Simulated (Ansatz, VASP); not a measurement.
## Cu in VASP and in Ansatz

INCAR

```
PREC = Accurate
ENCUT = 520
EDIFF = 1E-7
ISMEAR = -1
SIGMA = 0.1
LREAL = F
LASPH = T
NELM = 60
ALGO = Normal
ISIF = 2
LWAVE = F
LCHARG = T
GGA = B5
ALDAX = 1.0
AGGAX = 1.0
AGGAC = 1.0
ALDAC = 0.0
LELF = T
LVHAR = T
NBANDS = 30
```

File KPOINTS:

```
Automatic mesh
0
Gamma
  15 15 4
```

Contents of POSCAR:

```
Cu
1.0
    2.5482339305      0.0000000000      0.0000000000
   -1.2741169652      2.2068353186      0.0000000000
    0.0000000000      0.0000000000      8.3152159071
Cu
4
Direct
    0.0000000000      1.0000000000      0.0000000000
    0.0000000000      0.0000000000      0.5000000000
    0.3333333333      0.6666666667      0.2500000000
    0.6666666667      0.3333333333      0.7500000000
```

Input for Ansatz:

```yaml
crystal:
  lattice:
    - [2.5482339305, 0.0, 0.0]
    - [-1.2741169652, 2.2068353186, 0.0]
    - [0.0, 0.0, 8.3152159071]
  atoms:
    - { symbol: Cu, position: [0.0, 1.0, 0.0] }
    - { symbol: Cu, position: [0.0, 0.0, 0.5] }
    - { symbol: Cu, position: [0.3333333333, 0.6666666667, 0.25] }
    - { symbol: Cu, position: [0.6666666667, 0.3333333333, 0.75] }
hamiltonian:
  xc: blyp
  pseudopotentials:
    kind: paw
    azcp:
      Cu: "pseudopotentials/Cu.paw.azcp"
basis:
  ecutwfc: 420
  fft_grid_basis: typed
kpoints:
  mp_grid: { grid: [15, 15, 4], shift: [0, 0, 0] }
magnetization:
  spin_polarized: false
scf:
  occupations: { method: fermi_dirac, width: 0.1 }
  lower_state_search: "off"
output:
  stress: true
```

Alike in both runs: task single point; functional BLYP; k mesh 15 × 15 × 4; occupations fermi-dirac, width 0.1 eV; no spin polarisation.

|  | VASP | Ansatz |
| --- | --- | --- |
| version | VASP 6.6.1 | Ansatz 0.2.0 |
| potentials or method | VASP PAW PBE potentials, release 64 (Cu), cutoff 520 eV | plane waves (420 eV) with PAW, scalar-relativistic |
| valence electrons in the cell | 44 | 76 |

|  | VASP | Ansatz | Ansatz less VASP |
| --- | --- | --- | --- |
| pressure (GPa) | 12.4 | 11.7 | -0.67 |
| traceless stress, the component that is largest in VASP (GPa) | 1.08 | 1.07 | -0.011 |

VASP's potentials were made for PBE, not for BLYP. With one functional, cell and mesh, what is left measures potentials, basis and numerics. VASP's potentials hold 44 valence electrons a cell and Ansatz's 76, so a difference there can come from the potentials and not from the codes.
